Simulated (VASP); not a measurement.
# TaN (Fm-3m) in VASP: further runs

Aim: see how the results for TaN move with the level of theory and the settings. Levels: BLYP, PBEsol. Tasks: single point.

Program: VASP 6.6.1. These are calculated values, not measurements. Logs are shortened: lines on timing, memory, paths and dates and some standing lists are left out, and cuts for length are marked.

## 1. The cell of the first run

Symmetry: Fm-3m, No. 225, cubic system. Conventional cell: a = 4.358 Å, b = 4.358 Å, c = 4.358 Å, α = 90.00°, β = 90.00°, γ = 90.00°. Within 2.9 Å of Ta (site symmetry m-3m) lie 6 N at 2.18 Å. Within 2.9 Å of N (site symmetry m-3m) lie 6 Ta at 2.18 Å.

## 2. Single point, BLYP

The input, INCAR:

```
PREC = Accurate ; ENCUT = 700
EDIFF = 1E-6 ; ISMEAR = -1
SIGMA = 0.1 ; LREAL = F
LASPH = T ; NELM = 120
ALGO = Normal ; ISIF = 2
LWAVE = F ; LCHARG = F
GGA = B5 ; ALDAX = 1.0
AGGAX = 1.0 ; AGGAC = 1.0
ALDAC = 0.0 ; NBANDS = 16
GGA_COMPAT = F
```

The input, KPOINTS:

```
regular mesh
0
Gamma
  12 12 12
```

The input, POSCAR:

```
TaN
1.0
    0.0000000000      2.1790000000      2.1790000000
    2.1790000000      0.0000000000      2.1790000000
    2.1790000000      2.1790000000      0.0000000000
Ta N
1 1
Direct
    0.5000000000      0.5000000000      0.5000000000
    0.0000000000      0.0000000000      0.0000000000
```

Potentials or basis: VASP PAW PBE potentials, release 64 (Ta_sv_GW, N).

On the command line:

```sh
cat potpaw_PBE.64/Ta_sv_GW/POTCAR potpaw_PBE.64/N/POTCAR > POTCAR
mpirun -np 1 vasp_std > vasp.out
```

OUTCAR:

```text
PREC = Accurate
   ENCUT = 700
   EDIFF = 1E-6
   ISMEAR = -1
   LREAL = F
   LASPH = T
   NELM = 120
   ISIF = 2
   GGA = B5

 ion  position               nearest neighbor table
   1  0.500  0.500  0.500-   2 2.18   2 2.18   2 2.18   2 2.18   2 2.18   2 2.18
   2  0.000  0.000  0.000-   1 2.18   1 2.18   1 2.18   1 2.18   1 2.18   1 2.18

  LATTYP: Found a face centered cubic cell.
 ALAT       =     4.3580000000

  Lattice vectors:

 A1 = (   0.0000000000,   2.1790000000,   2.1790000000)
 A2 = (   2.1790000000,   0.0000000000,   2.1790000000)
 A3 = (   2.1790000000,   2.1790000000,   0.0000000000)

Analysis of symmetry for initial positions (statically):
=====================================================================
 Subroutine PRICEL returns:
 Original cell was already a primitive cell.

 Routine SETGRP: Setting up the symmetry group for a
 face centered cubic supercell.

 Subroutine GETGRP returns: Found 48 space group operations
 (whereof 48 operations were pure point group operations)
 out of a pool of 48 trial point group operations.

The static configuration has the point symmetry O_h .

Analysis of symmetry for dynamics (positions and initial velocities):
=====================================================================
 Subroutine PRICEL returns:
 Original cell was already a primitive cell.

 Routine SETGRP: Setting up the symmetry group for a
 face centered cubic supercell.

 Subroutine GETGRP returns: Found 48 space group operations
 (whereof 48 operations were pure point group operations)
 out of a pool of 48 trial point group operations.

The dynamic configuration has the point symmetry O_h .

 Subroutine INISYM returns: Found 48 space group operations
 (whereof 48 operations are pure point group operations),
 and found     1 'primitive' translations

----------------------------------------------------------------------------------------

                                     Primitive cell

  volume of cell :      20.6920

  direct lattice vectors                    reciprocal lattice vectors
     0.000000000  2.179000000  2.179000000    -0.229463056  0.229463056  0.229463056
     2.179000000  0.000000000  2.179000000     0.229463056 -0.229463056  0.229463056
     2.179000000  2.179000000  0.000000000     0.229463056  0.229463056 -0.229463056

  length of vectors
     3.081571352  3.081571352  3.081571352     0.397441672  0.397441672  0.397441672

  position of ions in fractional coordinates (direct lattice)
     0.500000000  0.500000000  0.500000000
     0.000000000  0.000000000  0.000000000

  ion indices of the primitive-cell ions
   primitive index   ion index
                 1           1
                 2           2

----------------------------------------------------------------------------------------

 KPOINTS: regular mesh

Automatic generation of k-mesh.
 Grid dimensions read from file:
 generate k-points for:   12   12   12

 Generating k-lattice:

  Cartesian coordinates                     Fractional coordinates (reciprocal lattice)
    -0.019121921  0.019121921  0.019121921     0.083333333  0.000000000  0.000000000
     0.019121921 -0.019121921  0.019121921     0.000000000  0.083333333  0.000000000
     0.019121921  0.019121921 -0.019121921     0.000000000  0.000000000  0.083333333

  Length of vectors
     0.033120139  0.033120139  0.033120139

  Shift w.r.t. Gamma in fractional coordinates (k-lattice)
     0.000000000  0.000000000  0.000000000

 Subroutine IBZKPT returns following result:
 ===========================================

 Found     72 irreducible k-points:

 Following reciprocal coordinates:
            Coordinates               Weight
  0.000000  0.000000  0.000000      1.000000
  0.083333  0.000000  0.000000      8.000000
  0.166667  0.000000  0.000000      8.000000
  0.250000  0.000000  0.000000      8.000000
  0.333333  0.000000  0.000000      8.000000
  0.416667  0.000000  0.000000      8.000000
[... 16 lines left out ...]
  0.500000  0.166667  0.000000     24.000000
 -0.416667  0.166667  0.000000     24.000000
 [... further k-points ...]
   k-points           NKPTS =     72   k-points in BZ     NKDIM =     72   number of bands    NBANDS=     16
   number of dos      NEDOS =    301   number of ions     NIONS =      2
   total plane-waves  NPLWV =  21952
   dimension x,y,z NGX =    28 NGY =   28 NGZ =   28
   dimension x,y,z NGXF=    56 NGYF=   56 NGZF=   56
   ions per type =               1   1
   NGX,Y,Z   is equivalent  to a cutoff of  15.11, 15.11, 15.11 a.u.
   NGXF,Y,Z  is equivalent  to a cutoff of  30.21, 30.21, 30.21 a.u.
 SYSTEM =  unknown system
   PREC   = accura    normal or accurate (medium, high low for compatibility)
   ISTART =      0    job   : 0-new  1-cont  2-samecut
   ICHARG =      2    charge: 1-file 2-atom 10-const
   ISPIN  =      1    spin polarized calculation?
   LNONCOLLINEAR =      F non collinear calculations
   LSORBIT =      F    spin-orbit coupling
   LASPH  =      T    aspherical Exc in radial PAW
   ENCUT  =  700.0 eV  51.45 Ry    7.17 a.u.   6.65  6.65  6.65*2*pi/ulx,y,z
   NELM   =    120;   NELMIN=  2; NELMDL= -5     # of ELM steps
   EDIFF  = 0.1E-05   stopping-criterion for ELM
   LREAL  =      F    real-space projection
   EDIFFG = 0.1E-04   stopping-criterion for IOM
   NSW    =      0    number of steps for IOM
   IBRION =     -1    ionic relax: 0-MD 1-quasi-New 2-CG
   NFREE  =      0    steps in history (QN), initial steepest desc. (CG)
   ISIF   =      2    stress and relaxation
   ISYM   =      2    0-nonsym 1-usesym 2-fastsym
   POTIM  = 0.5000    time-step for ionic-motion
   TEBEG  =    0.0;   TEEND  =   0.0 temperature during run
   PSTRESS=    0.0 pullay stress
   NELECT =      18.0000    total number of electrons
   NUPDOWN=      -1.0000    fix difference up-down
   EMIN   =  10.00;   EMAX   =-10.00  energy-range for DOS
   EFERMI =   0.00;   METHOD = LEGACY
   ISMEAR =    -1;   SIGMA  =   0.10  broadening in eV -4-tet -1-fermi 0-gaus
   EFERMI_NEDOS =   21; number of points for ismear=-14 and -15
   IALGO  =     38    algorithm
   IMIX   =      4    mixing-type and parameters
     AMIX     =   0.40;   BMIX     =  1.00
     AMIX_MAG =   1.60;   BMIX_MAG =  1.00
  volume/ion in A,a.u.               =      10.35        69.82
  Fermi-wavevector in a.u.,A,eV,Ry     =   1.562782  2.953230 33.229345  2.442288
  Thomas-Fermi vector in A             =   2.665650
   LORBIT       =      0    0 simple, 1 ext, 2 COOP (PROOUT), +10 PAW based schemes
   GGA     = B5    functional components
   LHFCALC =     F    Hartree Fock is set to
   AEXX    =    0.0000 exact exchange contribution
   IVDW    =     0    specifies the selected vdW correction
   LEPSILON=     F    determine dielectric tensor
   LRPA    =     F    only Hartree local field effects (RPA)
 non-spin polarized calculation
  energy-cutoff  :      700.00
  volume of cell :       20.69
 maximum number of plane-waves:       893
   NGX = 13   NGY = 13   NGZ = 13

 number of electron      17.9999999 magnetization

 Free energy of the ion-electron system (eV)
  ---------------------------------------------------
  ext. energy  EPLUGINS =         0.00000000
  ---------------------------------------------------
  free energy    TOTEN  =       -22.24096855 eV

  energy without entropy =      -22.21063750  energy(sigma->0) =      -22.22580302

 E-fermi :  14.7316     XC(G=0): -13.2551

 val. band max:       14.7275403145   @ k =  -0.2500   0.4167   0.1667
 cond. band min:      14.7454047313   @ k =   0.2500   0.0833   0.0000
 fundamental gap:      0.0178644168
 Fermi energy:        14.7315516167

 k-point     1 :       0.0000    0.0000    0.0000
  band No.  band energies     occupation
      1     -54.5043      2.00000
      2     -20.9048      2.00000
      3     -20.9048      2.00000
      4     -20.9048      2.00000
      5      -4.1864      2.00000
      6      10.8389      2.00000
[... 8 lines left out ...]
     15      24.4184      0.00000
     16      39.5582      0.00000

 k-point     2 :       0.0833    0.0000    0.0000
  band No.  band energies     occupation
      1     -54.4999      2.00000
      2     -20.9731      2.00000
      3     -20.9108      2.00000
      4     -20.9108      2.00000
      5      -4.0128      2.00000
      6      10.0345      2.00000
[... 8 lines left out ...]
     15      24.9305      0.00000
     16      37.2646      0.00000

 k-point     3 :       0.1667    0.0000    0.0000
  band No.  band energies     occupation
      1     -54.4880      2.00000
      2     -21.1554      2.00000
      3     -20.9274      2.00000
      4     -20.9274      2.00000
      5      -3.5265      2.00000
      6       8.5635      2.00000
[... 8 lines left out ...]
     15      26.2513      0.00000
     16      34.3264      0.00000

 k-point     4 :       0.2500    0.0000    0.0000
  band No.  band energies     occupation
      1     -54.4718      2.00000
      2     -21.3951      2.00000
      3     -20.9498      2.00000
      4     -20.9498      2.00000
      5      -2.8203      2.00000
      6       7.0460      2.00000
[... 8 lines left out ...]
     15      27.4623      0.00000
     16      32.5586      0.00000
[... 324 lines left out ...]
 k-point    22 :       0.4167    0.1667    0.0000
  band No.  band energies     occupation
      1     -54.4422      2.00000
      2     -21.6418      2.00000
      3     -21.0861      2.00000
      4     -21.0569      2.00000
      5      -2.0112      2.00000
      6       5.7224      2.00000
[... 8 lines left out ...]
     15      26.2028      0.00000
     16      29.1114      0.00000

 k-point    23 :       0.5000    0.1667    0.0000
  band No.  band energies     occupation
      1     -54.4338      2.00000
      2     -21.7395      2.00000
      3     -21.1311      2.00000
      4     -21.0508      2.00000
      5      -1.6327      2.00000
      6       5.2791      2.00000
[... 8 lines left out ...]
     15      25.4772      0.00000
     16      28.3750      0.00000

 k-point    24 :      -0.4167    0.1667    0.0000
  band No.  band energies     occupation
      1     -54.4327      2.00000
      2     -21.7496      2.00000
      3     -21.1627      2.00000
      4     -21.0284      2.00000
      5      -1.5041      2.00000
      6       5.0794      2.00000
[... 8 lines left out ...]
     15      25.7654      0.00000
     16      27.9428      0.00000

 [... further k-points ...]

------------------------ aborting loop because EDIFF is reached ----------------------------------------

  FORCE on cell =-STRESS in cart. coord.  units (eV):
  Direction    XX          YY          ZZ          XY          YZ          ZX
  --------------------------------------------------------------------------------------
  -------------------------------------------------------------------------------------
  Total        3.6456027      3.6456027      3.6456027      0.0000000     -0.0000000      0.0000000
  in kB      282.2787793    282.2787793    282.2787793      0.0000000     -0.0000000      0.0000000
  external PRESSURE =     282.2787793 kB  Pullay stress =       0.0000000 kB

 VOLUME and BASIS-vectors are now :
 -----------------------------------------------------------------------------
  energy-cutoff  :      700.00
  volume of cell :       20.69
      direct lattice vectors                 reciprocal lattice vectors
     0.000000000  2.179000000  2.179000000    -0.229463056  0.229463056  0.229463056
     2.179000000  0.000000000  2.179000000     0.229463056 -0.229463056  0.229463056
     2.179000000  2.179000000  0.000000000     0.229463056  0.229463056 -0.229463056

 POSITION                                       TOTAL-FORCE (eV/Angst)
 -----------------------------------------------------------------------------------
      2.17900      2.17900      2.17900         0.000000     -0.000000      0.000000
      0.00000      0.00000      0.00000        -0.000000      0.000000     -0.000000
 -----------------------------------------------------------------------------------
    total drift:                                0.000000      0.000000      0.000000

  FREE ENERGIE OF THE ION-ELECTRON SYSTEM (eV)
  ---------------------------------------------------
  free  energy   TOTEN  =       -22.2409685503 eV

  energy  without entropy=      -22.2106374953  energy(sigma->0) =      -22.22580302
```

Wall time 42 s (1 thread of AMD EPYC 9R45 (Zen 5), shared host); peak memory 0.16 GiB.

What came out:

| Quantity | Value |
| --- | --- |
| Free energy | -22.2410 eV |
| Pressure | 28.2 GPa |
| Band gap on the k mesh | zero (bands 9 and 10 overlap by 4.06 eV) |

Levels at points of the mesh, in eV from the Fermi level:
| k point | band 7 | band 8 | band 9 | band 10 | band 11 | band 12 |
| --- | --- | --- | --- | --- | --- | --- |
| (0.00, 0.00, 0.00) | -3.89 | -3.89 | -2.13 | -2.13 | -2.13 | 0.11 |
| (0.50, 0.00, 0.00) | -7.73 | -7.73 | 1.93 | 1.93 | 2.05 | 4.35 |
| (0.50, 0.50, 0.00) | -5.48 | -4.64 | -4.64 | 2.19 | 3.60 | 3.60 |

Caveat: the cell stands under pressure; the PAW data sets were made with another functional, which shifts forces and pressure a little; spin-orbit coupling is left out, which moves the levels of the heavy elements.

## 3. Single point, PBEsol

The input, INCAR:

```
PREC = Accurate
ENCUT = 700
EDIFF = 1E-6
ISMEAR = -1
SIGMA = 0.1
LREAL = False
LASPH = True
NELM = 120
ALGO = Normal
ISIF = 2
LWAVE = False
LCHARG = False
GGA = PS
NBANDS = 16
GGA_COMPAT = False
```

KPOINTS is that of step 2.

POSCAR is that of step 2.

Potentials or basis: VASP PAW PBE potentials, release 64 (Ta_sv_GW, N).

On the command line:

```sh
cat potpaw_PBE.64/Ta_sv_GW/POTCAR potpaw_PBE.64/N/POTCAR > POTCAR
mpirun -np 1 vasp_std > vasp.out
```

OUTCAR:

```text
PREC = Accurate
   ENCUT = 700
   EDIFF = 1E-6
   ISMEAR = -1
   LREAL = False
   LASPH = True
   NELM = 120
   ISIF = 2
   GGA = PS

 ion  position               nearest neighbor table
   1  0.500  0.500  0.500-   2 2.18   2 2.18   2 2.18   2 2.18   2 2.18   2 2.18
   2  0.000  0.000  0.000-   1 2.18   1 2.18   1 2.18   1 2.18   1 2.18   1 2.18

  LATTYP: Found a face centered cubic cell.
 ALAT       =     4.3580000000

  Lattice vectors:

[... 641 lines left out ...]

------------------------ aborting loop because EDIFF is reached ----------------------------------------

  FORCE on cell =-STRESS in cart. coord.  units (eV):
  Direction    XX          YY          ZZ          XY          YZ          ZX
  --------------------------------------------------------------------------------------
  -------------------------------------------------------------------------------------
  Total        0.5974297      0.5974297      0.5974297     -0.0000000      0.0000000     -0.0000000
  in kB       46.2589402     46.2589402     46.2589402     -0.0000000      0.0000000     -0.0000000
  external PRESSURE =      46.2589402 kB  Pullay stress =       0.0000000 kB

 VOLUME and BASIS-vectors are now :
 -----------------------------------------------------------------------------
  energy-cutoff  :      700.00
  volume of cell :       20.69
      direct lattice vectors                 reciprocal lattice vectors
     0.000000000  2.179000000  2.179000000    -0.229463056  0.229463056  0.229463056
     2.179000000  0.000000000  2.179000000     0.229463056 -0.229463056  0.229463056
     2.179000000  2.179000000  0.000000000     0.229463056  0.229463056 -0.229463056

 POSITION                                       TOTAL-FORCE (eV/Angst)
 -----------------------------------------------------------------------------------
      2.17900      2.17900      2.17900         0.000000     -0.000000      0.000000
      0.00000      0.00000      0.00000        -0.000000      0.000000     -0.000000
 -----------------------------------------------------------------------------------
    total drift:                                0.000000      0.000000      0.000000

  FREE ENERGIE OF THE ION-ELECTRON SYSTEM (eV)
  ---------------------------------------------------
  free  energy   TOTEN  =       -25.7703512411 eV

  energy  without entropy=      -25.7403230076  energy(sigma->0) =      -25.75533712
```

It took 29 s on 1 thread of Intel Xeon Platinum 8488C (Sapphire Rapids), shared host; peak memory 0.2 GiB.

Results:

| Item | Value |
| --- | --- |
| Free energy | -25.7704 eV |
| Pressure | 4.6 GPa |
| Band gap on the k mesh | zero (bands 9 and 10 overlap by 4.20 eV) |

Caveat: the cell stands under pressure; the PAW data sets were made with another functional, which shifts forces and pressure a little; spin-orbit coupling is left out, which moves the levels of the heavy elements.

The gap in the log of VASP goes by the Fermi energy; the results here count the filled bands.